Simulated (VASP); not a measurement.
**Br: single point with PBE+D3(BJ)**

Crystal: Br.

```
Br
1.0
     4.48108    0.00000    0.00000
     0.00000    4.48108    0.00000
     0.00000    0.00000    4.48108
Br
3
Direct
  0.50000 0.00000 0.00000
  0.00000 0.50000 0.00000
  0.00000 0.00000 0.50000
```

```yaml
Program: VASP 6.6.1
Task: single point
Functional: PBE
Dispersion: D3(BJ)
Potentials_or_basis: VASP PAW PBE potentials, release 64 (Br)
Cutoff: 520 eV
k_mesh: 12 × 12 × 12
Occupations: gaussian, width 0.15 eV
Spin: no spin polarisation
Dipole_correction: no
Further_INCAR_settings: ALGO = Normal; EDIFF = 1e-06; NBANDS = 18
```

The pressure is 0.0 GPa. The band gap on the k mesh is zero (an odd number of electrons rules out a gap without spin polarisation) and the dispersion energy per atom is -0.238 eV.

Levels at points of the mesh, in eV from the Fermi level:
| k point | band 8 | band 9 | band 10 | band 11 | band 12 | band 13 |
| --- | --- | --- | --- | --- | --- | --- |
| (0.00, 0.00, 0.00) | -1.07 | -1.07 | 0.36 | 0.36 | 0.36 | 4.75 |
| (0.50, 0.00, 0.00) | -1.96 | -1.96 | -1.62 | -0.09 | -0.09 | 7.22 |
| (0.50, 0.50, 0.00) | -2.04 | -1.88 | -1.88 | 0.28 | 0.58 | 8.11 |
| (0.50, 0.50, 0.50) | 0.34 | 0.34 | 0.60 | 0.60 | 0.60 | 5.23 |

Wall time 85 s on 1 thread of Intel Xeon 8259CL (shared host), peak memory 0.27 GiB.

Caveat: an odd number of electrons without spin polarisation forces a metal; a magnetic or distorted state may lie lower.
